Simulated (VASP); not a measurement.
# Si (P6_3/mmc) in VASP: a series of runs, part 2 of 2

VASP 6.6.1. Earlier steps stand in the parts before.

## (4) Relaxation of shape and atoms at fixed volume, PBEsol (10.04 Å³/atom)

This run uses another cell than the first one, of 10.04 Å³/atom.

Input file INCAR:

```
ALGO     = Normal         # electronic algorithm
EDIFF    = 1E-6           # SCF threshold, eV
EDIFFG   = -0.01          # ionic threshold
ENCUT    = 600            # plane-wave cutoff, eV
GGA      = PS             # functional
IBRION   = 2              # ionic algorithm
ISIF     = 4              # what is computed and relaxed
ISMEAR   = 0              # smearing method
LASPH    = T              # aspherical terms in the spheres
LCHARG   = F              # write CHGCAR
LREAL    = F              # projectors in reciprocal space
LWAVE    = F              # write WAVECAR
NELM     = 100            # most SCF steps
NSW      = 60             # ionic steps
PREC     = Accurate       # precision mode
SIGMA    = 0.05           # smearing width, eV
```

Input file KPOINTS:

```
k-points
0
Gamma
  22 22 12
```

Input file POSCAR:

```
Si
1.0
    2.3963383515      0.0000000000      0.0000000000
   -1.1981691757      2.0752898885      0.0000000000
    0.0000000000      0.0000000000      4.0393047851
Si
2
Direct
    0.3333333333      0.6666666667      0.2500000000
    0.6666666667      0.3333333333      0.7500000000
```

Potentials or basis: VASP PAW PBE potentials, release 64 (Si).

On the command line:

```
$ cat potpaw_PBE.64/Si/POTCAR > POTCAR
$ mpirun -np 1 vasp_std > vasp.out
```

OUTCAR:

```text
EDIFF = 1E-6
   EDIFFG = -0.01
   ENCUT = 600
   GGA = PS
   IBRION = 2
   ISIF = 4
   ISMEAR = 0
   LASPH = T
   LREAL = F
   NELM = 100
   NSW = 60
   PREC = Accurate

 ion  position               nearest neighbor table
   1  0.333  0.667  0.250-   2 2.45   2 2.45   2 2.45   2 2.45   2 2.45   2 2.45
   2  0.667  0.333  0.750-   1 2.45   1 2.45   1 2.45   1 2.45   1 2.45   1 2.45

  LATTYP: Found a hexagonal cell.
 ALAT       =     2.3963383515
 C/A-ratio  =     1.6856153817

  Lattice vectors:

 A1 = (   2.3963383515,   0.0000000000,   0.0000000000)
 A2 = (  -1.1981691757,   2.0752898885,   0.0000000000)
 A3 = (   0.0000000000,   0.0000000000,   4.0393047851)

Analysis of symmetry for initial positions (statically):
=====================================================================
 Subroutine PRICEL returns:
 Original cell was already a primitive cell.

 Routine SETGRP: Setting up the symmetry group for a
 hexagonal supercell.

 Subroutine GETGRP returns: Found 24 space group operations
 (whereof 12 operations were pure point group operations)
 out of a pool of 24 trial point group operations.

The static configuration has the point symmetry D_3d.
 The point group associated with its full space group is D_6h.

Analysis of symmetry for dynamics (positions and initial velocities):
=====================================================================
 Subroutine PRICEL returns:
 Original cell was already a primitive cell.

 Routine SETGRP: Setting up the symmetry group for a
 hexagonal supercell.

 Subroutine GETGRP returns: Found 24 space group operations
 (whereof 12 operations were pure point group operations)
 out of a pool of 24 trial point group operations.

The dynamic configuration has the point symmetry D_3d.
 The point group associated with its full space group is D_6h.

 Subroutine INISYM returns: Found 24 space group operations
 (whereof 12 operations are pure point group operations),
 and found     1 'primitive' translations

----------------------------------------------------------------------------------------

                                     Primitive cell

  volume of cell :      20.0879

  direct lattice vectors                    reciprocal lattice vectors
     2.396338351  0.000000000  0.000000000     0.417303341  0.240930196  0.000000000
    -1.198169176  2.075289888  0.000000000     0.000000000  0.481860392  0.000000000
     0.000000000  0.000000000  4.039304785     0.000000000  0.000000000  0.247567355

  length of vectors
     2.396338351  2.396338352  4.039304785     0.481860392  0.481860392  0.247567355

  position of ions in fractional coordinates (direct lattice)
     0.333333333  0.666666667  0.250000000
     0.666666667  0.333333333  0.750000000

  ion indices of the primitive-cell ions
   primitive index   ion index
                 1           1
                 2           2

----------------------------------------------------------------------------------------

 KPOINTS: k-points

Automatic generation of k-mesh.
 Grid dimensions read from file:
 generate k-points for:   22   22   12

 Generating k-lattice:

  Cartesian coordinates                     Fractional coordinates (reciprocal lattice)
[... 49 lines left out ...]
   NGXF,Y,Z  is equivalent  to a cutoff of  27.75, 27.75, 26.34 a.u.
 SYSTEM =  unknown system
   PREC   = accura    normal or accurate (medium, high low for compatibility)
   ISTART =      0    job   : 0-new  1-cont  2-samecut
   ICHARG =      2    charge: 1-file 2-atom 10-const
   ISPIN  =      1    spin polarized calculation?
   LNONCOLLINEAR =      F non collinear calculations
   LSORBIT =      F    spin-orbit coupling
   LASPH  =      T    aspherical Exc in radial PAW
   ENCUT  =  600.0 eV  44.10 Ry    6.64 a.u.   4.79  4.79  8.07*2*pi/ulx,y,z
   NELM   =    100;   NELMIN=  2; NELMDL= -5     # of ELM steps
   EDIFF  = 0.1E-05   stopping-criterion for ELM
   LREAL  =      F    real-space projection
   EDIFFG = -.1E-01   stopping-criterion for IOM
   NSW    =     60    number of steps for IOM
   IBRION =      2    ionic relax: 0-MD 1-quasi-New 2-CG
   NFREE  =      1    steps in history (QN), initial steepest desc. (CG)
   ISIF   =      4    stress and relaxation
   ISYM   =      2    0-nonsym 1-usesym 2-fastsym
   POTIM  = 0.5000    time-step for ionic-motion
   TEBEG  =    0.0;   TEEND  =   0.0 temperature during run
   PSTRESS=    0.0 pullay stress
   NELECT =       8.0000    total number of electrons
   NUPDOWN=      -1.0000    fix difference up-down
   EMIN   =  10.00;   EMAX   =-10.00  energy-range for DOS
   EFERMI =   0.00;   METHOD = LEGACY
   ISMEAR =     0;   SIGMA  =   0.05  broadening in eV -4-tet -1-fermi 0-gaus
   EFERMI_NEDOS =   21; number of points for ismear=-14 and -15
   IALGO  =     38    algorithm
   IMIX   =      4    mixing-type and parameters
     AMIX     =   0.40;   BMIX     =  1.00
     AMIX_MAG =   1.60;   BMIX_MAG =  1.00
  volume/ion in A,a.u.               =      10.04        67.78
  Fermi-wavevector in a.u.,A,eV,Ry     =   1.204464  2.276106 19.738412  1.450732
  Thomas-Fermi vector in A             =   2.340188
   LORBIT       =      0    0 simple, 1 ext, 2 COOP (PROOUT), +10 PAW based schemes
   GGA     = PS    functional components
   LHFCALC =     F    Hartree Fock is set to
   AEXX    =    0.0000 exact exchange contribution
   IVDW    =     0    specifies the selected vdW correction
   LEPSILON=     F    determine dielectric tensor
   LRPA    =     F    only Hartree local field effects (RPA)
 conjugate gradient relaxation of ions
 non-spin polarized calculation
 Gauss-broadening in eV      SIGMA  =   0.05
  energy-cutoff  :      600.00
  volume of cell :       20.09
 maximum number of plane-waves:       684
 NGX is ok and might be reduce to    20
   NGX =  9   NGY =  9   NGZ = 17

--------------------------------------- Ionic step        1  -------------------------------------------

 number of electron       8.0000000 magnetization

 Free energy of the ion-electron system (eV)
  ---------------------------------------------------
  ext. energy  EPLUGINS =         0.00000000
  ---------------------------------------------------
  free energy    TOTEN  =        -9.53172206 eV

  energy without entropy =       -9.53097992  energy(sigma->0) =       -9.53135099

------------------------ aborting loop because EDIFF is reached ----------------------------------------

  FORCE on cell =-STRESS in cart. coord.  units (eV):
  Direction    XX          YY          ZZ          XY          YZ          ZX
  --------------------------------------------------------------------------------------
  -------------------------------------------------------------------------------------
  Total        8.3813625      8.3813625      8.6478813      0.0000000     -0.0000000      0.0000000
  in kB      668.4850124    668.4850124    689.7421549      0.0000000     -0.0000000      0.0000000
  external PRESSURE =     675.5707266 kB  Pullay stress =       0.0000000 kB
[... 59 lines left out ...]
--------------------------------------- Ionic step        3  -------------------------------------------

 number of electron       8.0000000 magnetization

 Free energy of the ion-electron system (eV)
  ---------------------------------------------------
  ext. energy  EPLUGINS =         0.00000000
  ---------------------------------------------------
  free energy    TOTEN  =        -9.53210497 eV

  energy without entropy =       -9.53148271  energy(sigma->0) =       -9.53179384

 E-fermi :  15.6092     XC(G=0): -12.7734

 val. band max:       15.5922190779   @ k =   0.5000   0.0000   0.0833
 cond. band min:      15.6342252716   @ k =   0.1818   0.1818   0.2500
 fundamental gap:      0.0420061937
 Fermi energy:        15.6092188138

 k-point     1 :       0.0000    0.0000    0.0000
  band No.  band energies     occupation
      1      -2.5791      2.00000
      2       5.8742      2.00000
      3       6.2181      2.00000
      4      27.6533      0.00000
      5      27.6533      0.00000
      6      27.7858      0.00000
      7      27.7858      0.00000
      8      27.8037      0.00000
[... 243 lines left out ...]
 k-point    24 :       0.1364    0.0909    0.0000
  band No.  band energies     occupation
      1      -1.2595      2.00000
      2       7.1057      2.00000
      3       7.4663      2.00000
      4      19.1410      0.00000
      5      20.5156      0.00000
      6      26.5887      0.00000
      7      26.7145      0.00000
      8      27.9189      0.00000

 [... further k-points ...]

------------------------ aborting loop because EDIFF is reached ----------------------------------------

  FORCE on cell =-STRESS in cart. coord.  units (eV):
  Direction    XX          YY          ZZ          XY          YZ          ZX
  --------------------------------------------------------------------------------------
  -------------------------------------------------------------------------------------
  Total        8.4797686      8.4797686      8.4747666      0.0000000      0.0000000      0.0000000
  in kB      676.3337328    676.3337329    675.9347817      0.0000000      0.0000000      0.0000000
  external PRESSURE =     676.2007491 kB  Pullay stress =       0.0000000 kB
[... 17 lines left out ...]
  FREE ENERGIE OF THE ION-ELECTRON SYSTEM (eV)
  ---------------------------------------------------
  free  energy   TOTEN  =        -9.5321049706 eV

  energy  without entropy=       -9.5314827074  energy(sigma->0) =       -9.53179384

 reached required accuracy - stopping structural energy minimisation
```

Run time: 62 s. Hardware: 1 thread of AMD EPYC 7R43 (Zen 3), shared host; peak memory 0.14 GiB.

Results:

```yaml
Free_energy: -9.5321 eV
Energy_gained_by_relaxing: 0.2 meV/atom
Ionic_steps: 3
Pressure_after_relaxing: 67.6 GPa
Band_gap_on_the_k_mesh: zero (bands 4 and 5 overlap by 15.59 eV)
```

Step by step:
| step | energy change (eV) | largest force (eV/Å) | pressure (GPa) | volume (Å³) |
| --- | --- | --- | --- | --- |
| 1 | 0.0000 | 0.0000 | 67.56 | 20.09 |
| 2 | -0.0002 | 0.0000 | 67.64 | 20.09 |
| 3 | -0.0004 | 0.0000 | 67.62 | 20.09 |

Final structure:
```cif
data_structure
_symmetry_space_group_name_H-M 'P 1'
_symmetry_Int_Tables_number 1
_cell_length_a 2.3930
_cell_length_b 2.3930
_cell_length_c 4.0504
_cell_angle_alpha 90.000
_cell_angle_beta 90.000
_cell_angle_gamma 120.000
_cell_volume 20.09
loop_
_atom_site_label
_atom_site_type_symbol
_atom_site_fract_x
_atom_site_fract_y
_atom_site_fract_z
_atom_site_occupancy
Si1 Si 0.33333 0.66667 0.25000 1
Si2 Si 0.66667 0.33333 0.75000 1
```

Caveat: the PAW data sets were made with another functional, which shifts forces and pressure a little.

## (5) Relaxation of shape and atoms at fixed volume, PBEsol (14.51 Å³/atom)

This run uses another cell than the first one, of 14.51 Å³/atom.

Input file INCAR:

```
SYSTEM = Si
PREC = Accurate
ENCUT = 600
EDIFF = 1E-6
ISMEAR = 0
SIGMA = 0.05
LREAL = .FALSE.
LASPH = .TRUE.
NELM = 80
ALGO = Normal
ISIF = 4
LWAVE = .FALSE.
LCHARG = .FALSE.
GGA = PS
IBRION = 2
NSW = 60
EDIFFG = -0.01
```

Input file KPOINTS:

```
regular mesh
0
G
  20 20 10
  0 0 0
```

Input file POSCAR:

```
Si
1.0
    2.6992246543      0.0000000000      0.0000000000
   -1.3496123272      2.3375971212      0.0000000000
    0.0000000000      0.0000000000      4.5986004715
Si
2
Direct
    0.3333333333      0.6666666667      0.2500000000
    0.6666666667      0.3333333333      0.7500000000
```

On the command line:

```
$ cat potpaw_PBE.64/Si/POTCAR > POTCAR
$ mpirun -np 1 vasp_std > vasp.out
```

Wall time 64 s (1 thread of AMD EPYC 7R43 (Zen 3), shared host); peak memory 0.16 GiB.

It converged, with:

* Free energy: -10.7339 eV
* Energy gained by relaxing: 0.0 meV/atom
* Ionic steps: 2
* Pressure after relaxing: -3.2 GPa
* Band gap on the k mesh: zero (bands 4 and 5 overlap by 12.48 eV)

Stress tensor (GPa, compression positive):
```
-3.27  0.00  0.00
 0.00 -3.27  0.00
 0.00  0.00 -3.13
```

Final structure:
```
CELL_PARAMETERS angstrom
2.69728 0.00000 0.00000
-1.34864 2.33592 0.00000
0.00000 0.00000 4.60522
ATOMIC_POSITIONS crystal
Si 0.33333 0.66667 0.25000
Si 0.66667 0.33333 0.75000
```

Levels at points of the mesh, in eV from the Fermi level:
| k point | band 1 | band 2 | band 3 | band 4 | band 5 | band 6 | band 7 | band 8 |
| --- | --- | --- | --- | --- | --- | --- | --- | --- |
| (0.00, 0.00, 0.00) | -14.42 | -8.21 | -7.11 | 8.86 | 8.86 | 10.11 | 10.17 | 10.17 |
| (0.50, 0.00, 0.00) | -8.15 | -7.56 | -1.97 | -1.62 | -1.54 | 0.02 | 3.74 | 5.92 |
| (0.00, 0.00, 0.50) | -12.72 | -12.72 | 0.46 | 0.46 | 10.13 | 10.13 | 10.13 | 10.13 |
| (0.50, 0.00, 0.50) | -6.49 | -6.49 | -5.92 | -5.92 | 5.20 | 5.20 | 5.51 | 5.51 |

Caveat: the PAW data sets were made with another functional, which shifts forces and pressure a little.

## (6) Overview

```tsv
cell	k mesh	gap on the mesh (eV)	pressure (GPa)
relaxed from a = 2.348, b = 2.348, c = 3.974 Å, angles 90.0, 90.0, 120.0°, 2 atoms	22 × 22 × 12	none	90.2
relaxed from a = 2.628, b = 2.628, c = 4.478 Å, angles 90.0, 90.0, 120.0°, 2 atoms	20 × 20 × 10	none	4.5
relaxed from a = 2.396, b = 2.396, c = 4.039 Å, angles 90.0, 90.0, 120.0°, 2 atoms	22 × 22 × 12	none	67.6
relaxed from a = 2.699, b = 2.699, c = 4.599 Å, angles 90.0, 90.0, 120.0°, 2 atoms	20 × 20 × 10	none	-3.2
```

Alike in all rows: task relaxation of shape and atoms at fixed volume; level PBEsol; potentials or basis VASP PAW PBE potentials, release 64 (Si); no spin polarisation; cutoff (eV) 600; smearing gaussian 0.05 eV.

Caveats: the PAW data sets were made with another functional, which shifts forces and pressure a little.

Total energies depend on the potentials used, so only differences within one code and one set of settings carry meaning.
